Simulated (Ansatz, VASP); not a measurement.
**BaTiO3 in VASP and in Ansatz**

```xyz
5
Lattice="3.8962 0.0000 0.0000 0.0000 3.8962 0.0000 0.0000 0.0000 3.8962" Properties=species:S:1:pos:R:3 pbc="T T T"
Ba    1.9481    1.9481    1.9481
Ti    0.0000    0.0000    0.0000
O     1.9481    0.0000    0.0000
O     0.0000    1.9481    0.0000
O     0.0000    0.0000    1.9481
```

Alike in both runs: task single point; functional PBEsol; k mesh 4 × 4 × 4; no spin polarisation.

```csv
,VASP,Ansatz
version,VASP 6.6.1,Ansatz 0.2.0
potentials or method,"VASP PAW PBE potentials, release 64 (Ba_sv, Ti_sv, O), cutoff 600 eV","plane waves, PAW"
occupations,"gaussian, width 0.01 eV",fixed
valence electrons in the cell,40,40
```

```csv
,VASP,Ansatz,Ansatz less VASP
pressure (GPa),13.7,11.6,-2.16
```

VASP's potentials were made for PBE, not for PBEsol.

Neither program's run includes spin-orbit coupling.
